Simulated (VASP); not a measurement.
# MgS (Fm-3m) in VASP: a series of runs, part 3 of 3

VASP 6.6.1. The steps go on from the part before.

## 5. Electric field gradients, PBE (volume scaled by 0.99)

INCAR reads:

```
SYSTEM = MgS
PREC = Accurate ; ENCUT = 520
EDIFF = 1E-8 ; ISMEAR = -1
SIGMA = 0.01 ; LREAL = .False.
LASPH = .True. ; NELM = 100
ALGO = Normal ; ISIF = 2
LWAVE = .False. ; LCHARG = .False.
GGA = PE ; LEFG = .True.
NBANDS = 11
```

KPOINTS reads:

```
regular mesh
0
Gamma
  8 8 8
  0 0 0
```

POSCAR reads:

```
MgS
1.0
    0.0000000000      2.5929487644      2.5929487644
    2.5929487644      0.0000000000      2.5929487644
    2.5929487644      2.5929487644      0.0000000000
Mg S
1 1
Direct
    0.0000000000      0.0000000000      0.0000000000
    0.5000000000      0.5000000000      0.5000000000
```

Potentials or basis: VASP PAW PBE potentials, release 64 (Mg, S).

Command:

```sh
$ cat potpaw_PBE.64/Mg/POTCAR potpaw_PBE.64/S/POTCAR > POTCAR
$ mpirun -np 1 vasp_std > vasp.out
```

OUTCAR:

```text
SYSTEM = MgS
   PREC = Accurate
   ENCUT = 520
   EDIFF = 1E-8
   ISMEAR = -1
   LREAL = .False.
   LASPH = .True.
   NELM = 100
   ISIF = 2
   GGA = PE

 ion  position               nearest neighbor table
   1  0.000  0.000  0.000-   2 2.59   2 2.59   2 2.59   2 2.59   2 2.59   2 2.59
   2  0.500  0.500  0.500-   1 2.59   1 2.59   1 2.59   1 2.59   1 2.59   1 2.59

  LATTYP: Found a face centered cubic cell.
 ALAT       =     5.1858975288

  Lattice vectors:

 A1 = (   0.0000000000,   2.5929487644,   2.5929487644)
 A2 = (   2.5929487644,   0.0000000000,   2.5929487644)
 A3 = (   2.5929487644,   2.5929487644,   0.0000000000)

Analysis of symmetry for initial positions (statically):
=====================================================================
 Subroutine PRICEL returns:
 Original cell was already a primitive cell.

 Routine SETGRP: Setting up the symmetry group for a
 face centered cubic supercell.

 Subroutine GETGRP returns: Found 48 space group operations
 (whereof 48 operations were pure point group operations)
 out of a pool of 48 trial point group operations.

The static configuration has the point symmetry O_h .

Analysis of symmetry for dynamics (positions and initial velocities):
=====================================================================
 Subroutine PRICEL returns:
 Original cell was already a primitive cell.

 Routine SETGRP: Setting up the symmetry group for a
 face centered cubic supercell.

 Subroutine GETGRP returns: Found 48 space group operations
 (whereof 48 operations were pure point group operations)
 out of a pool of 48 trial point group operations.

The dynamic configuration has the point symmetry O_h .

[... 162 lines left out ...]
      9      14.1762      0.00000
     10      14.1762      0.00000
     11      16.3773      0.00000
[... 309 lines left out ...]
 k-point    24 :      -0.3750    0.2500    0.1250
  band No.  band energies     occupation
      1      -7.3782      2.00000
      2      -0.5366      2.00000
      3       1.6508      2.00000
      4       2.6488      2.00000
      5       9.4113      0.00000
      6       9.9466      0.00000
      7      12.2654      0.00000
      8      13.2855      0.00000
      9      16.1261      0.00000
     10      17.2012      0.00000
     11      19.4466      0.00000

 [... further k-points ...]
[... 5 lines left out ...]
  --------------------------------------------------------------------------------------
  -------------------------------------------------------------------------------------
  Total        0.3626814      0.3626814      0.3626814      0.0000000      0.0000000     -0.0000000
  in kB       16.6657208     16.6657208     16.6657208      0.0000000      0.0000000     -0.0000000
  external PRESSURE =      16.6657208 kB  Pullay stress =       0.0000000 kB

 VOLUME and BASIS-vectors are now :
 -----------------------------------------------------------------------------
  energy-cutoff  :      520.00
  volume of cell :       34.87
      direct lattice vectors                 reciprocal lattice vectors
     0.000000000  2.592948764  2.592948764    -0.192830652  0.192830652  0.192830652
     2.592948764  0.000000000  2.592948764     0.192830652 -0.192830652  0.192830652
     2.592948764  2.592948764  0.000000000     0.192830652  0.192830652 -0.192830652

 POSITION                                       TOTAL-FORCE (eV/Angst)
 -----------------------------------------------------------------------------------
      0.00000      0.00000      0.00000        -0.000000      0.000000      0.000000
      2.59295      2.59295      2.59295         0.000000     -0.000000     -0.000000
 -----------------------------------------------------------------------------------
    total drift:                                0.000000      0.000000      0.000000

  FREE ENERGIE OF THE ION-ELECTRON SYSTEM (eV)
  ---------------------------------------------------
  free  energy   TOTEN  =        -8.4990281902 eV

  energy  without entropy=       -8.4990281902  energy(sigma->0) =       -8.49902819

 Electric field gradients (V/A^2)
---------------------------------------------------------------------
 ion       V_xx      V_yy      V_zz      V_xy      V_xz      V_yz
---------------------------------------------------------------------
   1       0.000    -0.000    -0.000     0.000     0.000     0.000
   2      -0.000     0.000    -0.000    -0.000    -0.000    -0.000
---------------------------------------------------------------------

 Electric field gradients after diagonalization (V/A^2)
 (convention: |V_zz| > |V_xx| > |V_yy|)
----------------------------------------------------------------------
 ion       V_xx      V_yy      V_zz     asymmetry (V_yy - V_xx)/ V_zz
----------------------------------------------------------------------
   1      -0.000    -0.000     0.000       0.000
   2       0.000     0.000    -0.001       0.000
----------------------------------------------------------------------

           NMR quadrupolar parameters

 Cq : quadrupolar parameter    Cq=e*Q*V_zz/h
 eta: asymmetry parameters     (V_yy - V_xx)/ V_zz
 Q  : nuclear electric quadrupole moment in mb (millibarn)
----------------------------------------------------------------------
 ion       Cq(MHz)       eta       Q (mb)
----------------------------------------------------------------------
   1       0.000       0.000       1.000
   2      -0.000       0.000       1.000
----------------------------------------------------------------------
```

OSZICAR:

```text
N       E                     dE             d eps       ncg     rms          rms(c)
DAV:   1     0.211250779067E+02    0.21125E+02   -0.36097E+03   646   0.595E+02
DAV:   2    -0.752551890375E+01   -0.28651E+02   -0.25954E+02   809   0.964E+01
DAV:   3    -0.889263418188E+01   -0.13671E+01   -0.13652E+01   792   0.224E+01
DAV:   4    -0.890052557890E+01   -0.78914E-02   -0.78908E-02   754   0.208E+00
DAV:   5    -0.890059002612E+01   -0.64447E-04   -0.64446E-04   823   0.183E-01    0.446E+00
DAV:   6    -0.853914236603E+01    0.36145E+00   -0.77443E-01   713   0.348E+00    0.349E+00
DAV:   7    -0.849915440171E+01    0.39988E-01   -0.21765E-01   755   0.203E+00    0.230E+00
DAV:   8    -0.849930369796E+01   -0.14930E-03   -0.14575E-02   701   0.732E-01    0.101E+00
DAV:   9    -0.849901617284E+01    0.28753E-03   -0.79413E-04   725   0.163E-01    0.352E-01
DAV:  10    -0.849903182046E+01   -0.15648E-04   -0.22804E-04   761   0.696E-02    0.437E-02
DAV:  11    -0.849902835556E+01    0.34649E-05   -0.21436E-05   749   0.204E-02    0.199E-02
DAV:  12    -0.849902825038E+01    0.10518E-06   -0.73779E-07   776   0.526E-03    0.296E-03
DAV:  13    -0.849902820776E+01    0.42625E-07   -0.13305E-08   773   0.647E-04    0.174E-04
DAV:  14    -0.849902817694E+01    0.30815E-07   -0.24399E-09   409   0.239E-04    0.767E-04
DAV:  15    -0.849902818987E+01   -0.12926E-07   -0.10645E-09   406   0.145E-04    0.623E-05
DAV:  16    -0.849902819015E+01   -0.28297E-09   -0.55120E-11   403   0.511E-05
   1 F= -.84990282E+01 E0= -.84990282E+01  d E =-.185084E-14
```

stdout:

```text
POSCAR found type information on POSCAR MgS
 POSCAR found :  2 types and       2 ions
 scaLAPACK will be used
 LDA part: xc-table for (Slater+PW92), standard interpolation
 POSCAR, INCAR and KPOINTS ok, starting setup
 FFT: planning ... GRIDC
 FFT: planning ... GRID_SOFT
 FFT: planning ... GRID
 WAVECAR not read
 entering main loop
ion   1

ion   2
```

Run time: 18 s. Hardware: 1 thread of Intel Xeon Platinum 8259CL at 2.50GHz (Skylake/Cascade Lake), shared host; peak memory 0.16 GiB.

What came out:

| Item | Value |
| --- | --- |
| Free energy | -8.4990 eV |
| Pressure | 1.7 GPa |
| Band gap on the k mesh | 2.80 eV, indirect (least direct gap 3.79 eV) |

Caveat: without QUAD_EFG the Cq values of the log hold for a quadrupole moment of 1 mb, not for the nuclei. A k mesh can miss the band edges.

## 6. Electric field gradients, PBE (volume scaled by 1.02)

INCAR reads:

```
SYSTEM = MgS
ALGO = Normal ; EDIFF = 1E-8
ENCUT = 520 ; GGA = PE
ISIF = 2 ; ISMEAR = -1
LASPH = .TRUE. ; LCHARG = .FALSE.
LEFG = .TRUE. ; LREAL = .FALSE.
LWAVE = .FALSE. ; NBANDS = 11
NELM = 100 ; PREC = Accurate
SIGMA = 0.01
```

KPOINTS reads:

```
k-points
0
G
  8 8 8
  0 0 0
```

POSCAR reads:

```
MgS
1.0
    0.0000000000      2.6188799723      2.6188799723
    2.6188799723      0.0000000000      2.6188799723
    2.6188799723      2.6188799723      0.0000000000
Mg S
1 1
Direct
    0.0000000000      0.0000000000      0.0000000000
    0.5000000000      0.5000000000      0.5000000000
```

Potentials or basis: VASP PAW PBE potentials, release 64 (Mg, S).

Command:

```sh
$ cat potpaw_PBE.64/Mg/POTCAR potpaw_PBE.64/S/POTCAR > POTCAR
$ mpirun -np 1 vasp_std > vasp.out
```

OUTCAR:

```text
SYSTEM = MgS
   EDIFF = 1E-8
   ENCUT = 520
   GGA = PE
   ISIF = 2
   ISMEAR = -1
   LASPH = .TRUE.
   LREAL = .FALSE.
   NELM = 100
   PREC = Accurate

 ion  position               nearest neighbor table
   1  0.000  0.000  0.000-   2 2.62   2 2.62   2 2.62   2 2.62   2 2.62   2 2.62
   2  0.500  0.500  0.500-   1 2.62   1 2.62   1 2.62   1 2.62   1 2.62   1 2.62

  LATTYP: Found a face centered cubic cell.
 ALAT       =     5.2377599446

  Lattice vectors:

 A1 = (   0.0000000000,   2.6188799723,   2.6188799723)
 A2 = (   2.6188799723,   0.0000000000,   2.6188799723)
 A3 = (   2.6188799723,   2.6188799723,   0.0000000000)

Analysis of symmetry for initial positions (statically):
=====================================================================
 Subroutine PRICEL returns:
 Original cell was already a primitive cell.

 Routine SETGRP: Setting up the symmetry group for a
 face centered cubic supercell.

[... 524 lines left out ...]
      direct lattice vectors                 reciprocal lattice vectors
     0.000000000  2.618879972  2.618879972    -0.190921312  0.190921312  0.190921312
     2.618879972  0.000000000  2.618879972     0.190921312 -0.190921312  0.190921312
     2.618879972  2.618879972  0.000000000     0.190921312  0.190921312 -0.190921312

 POSITION                                       TOTAL-FORCE (eV/Angst)
 -----------------------------------------------------------------------------------
      0.00000      0.00000      0.00000        -0.000000     -0.000000      0.000000
      2.61888      2.61888      2.61888         0.000000      0.000000     -0.000000
 -----------------------------------------------------------------------------------
    total drift:                                0.000000      0.000000      0.000000

  FREE ENERGIE OF THE ION-ELECTRON SYSTEM (eV)
  ---------------------------------------------------
  free  energy   TOTEN  =        -8.5024947557 eV

  energy  without entropy=       -8.5024947557  energy(sigma->0) =       -8.50249476

 Electric field gradients (V/A^2)
---------------------------------------------------------------------
 ion       V_xx      V_yy      V_zz      V_xy      V_xz      V_yz
---------------------------------------------------------------------
   1       0.000     0.000     0.000     0.000     0.000     0.000
   2       0.000     0.000     0.000    -0.000    -0.000    -0.000
---------------------------------------------------------------------

 Electric field gradients after diagonalization (V/A^2)
 (convention: |V_zz| > |V_xx| > |V_yy|)
----------------------------------------------------------------------
 ion       V_xx      V_yy      V_zz     asymmetry (V_yy - V_xx)/ V_zz
----------------------------------------------------------------------
   1      -0.000    -0.000     0.000       0.000
   2       0.000     0.000    -0.001       0.000
----------------------------------------------------------------------

           NMR quadrupolar parameters

 Cq : quadrupolar parameter    Cq=e*Q*V_zz/h
 eta: asymmetry parameters     (V_yy - V_xx)/ V_zz
 Q  : nuclear electric quadrupole moment in mb (millibarn)
----------------------------------------------------------------------
 ion       Cq(MHz)       eta       Q (mb)
----------------------------------------------------------------------
   1       0.000       0.000       1.000
   2      -0.000       0.000       1.000
----------------------------------------------------------------------
```

OSZICAR:

```text
N       E                     dE             d eps       ncg     rms          rms(c)
DAV:   1     0.245918235272E+02    0.24592E+02   -0.35568E+03   646   0.593E+02
DAV:   2    -0.733923519238E+01   -0.31931E+02   -0.30220E+02   843   0.100E+02
DAV:   3    -0.890624840498E+01   -0.15670E+01   -0.15643E+01   758   0.239E+01
DAV:   4    -0.891628700847E+01   -0.10039E-01   -0.10037E-01   764   0.234E+00
DAV:   5    -0.891637589897E+01   -0.88890E-04   -0.88890E-04   804   0.217E-01    0.433E+00
DAV:   6    -0.854315509154E+01    0.37322E+00   -0.81774E-01   719   0.353E+00    0.338E+00
DAV:   7    -0.850285941010E+01    0.40296E-01   -0.22030E-01   763   0.202E+00    0.225E+00
DAV:   8    -0.850281420808E+01    0.45202E-04   -0.15712E-02   707   0.755E-01    0.100E+00
DAV:   9    -0.850248398262E+01    0.33023E-03   -0.87733E-04   716   0.168E-01    0.361E-01
DAV:  10    -0.850249873553E+01   -0.14753E-04   -0.26265E-04   767   0.740E-02    0.488E-02
DAV:  11    -0.850249495070E+01    0.37848E-05   -0.21885E-05   749   0.205E-02    0.216E-02
DAV:  12    -0.850249482367E+01    0.12703E-06   -0.84199E-07   765   0.557E-03    0.263E-03
DAV:  13    -0.850249477329E+01    0.50386E-07   -0.24073E-08   751   0.746E-04    0.315E-04
DAV:  14    -0.850249474185E+01    0.31441E-07   -0.22229E-09   427   0.252E-04    0.737E-04
DAV:  15    -0.850249475582E+01   -0.13974E-07   -0.11866E-09   400   0.151E-04    0.449E-05
DAV:  16    -0.850249475572E+01    0.94303E-10   -0.57429E-11   394   0.535E-05
   1 F= -.85024948E+01 E0= -.85024948E+01  d E =-.633504E-14
```

Wall time 16 s (1 thread of Intel Xeon Platinum 8259CL at 2.50GHz (Skylake/Cascade Lake), shared host); peak memory 0.16 GiB.

What came out:

```
Free energy            : -8.5025 eV
Pressure               : -0.6 GPa
Band gap on the k mesh : 2.73 eV, indirect (least direct gap 3.56 eV)
```

Levels at points of the mesh, in eV from the valence-band top:
```
           k point  band 1  band 2  band 3  band 4  band 5  band 6  band 7  band 8
(0.00, 0.00, 0.00)  -12.56    0.00    0.00    0.00    3.56    7.97    7.97    7.97
(0.50, 0.00, 0.00)  -11.30   -4.72   -0.57   -0.57    4.52    6.88    6.88    9.90
(0.50, 0.50, 0.00)  -10.94   -4.09   -1.64   -1.64    2.73    4.45   11.81   12.76
```

Caveat: without QUAD_EFG the Cq values of the log hold for a quadrupole moment of 1 mb, not for the nuclei.

## 7. The runs side by side

| cell | gap on the mesh (eV) | pressure (GPa) |
| --- | --- | --- |
| a = 3.728 Å, angles 60.0°, 2 atoms | 2.69 | -2.0 |
| a = 3.667 Å, angles 60.0°, 2 atoms | 2.80 | 1.7 |
| a = 3.704 Å, angles 60.0°, 2 atoms | 2.73 | -0.6 |

Alike in all rows: task electric field gradients; level PBE; potentials or basis VASP PAW PBE potentials, release 64 (Mg, S); no spin polarisation; k mesh 8 × 8 × 8; cutoff (eV) 520; smearing fermi-dirac 0.01 eV.

Total energies depend on the potentials used, so only differences within one code and one set of settings carry meaning.
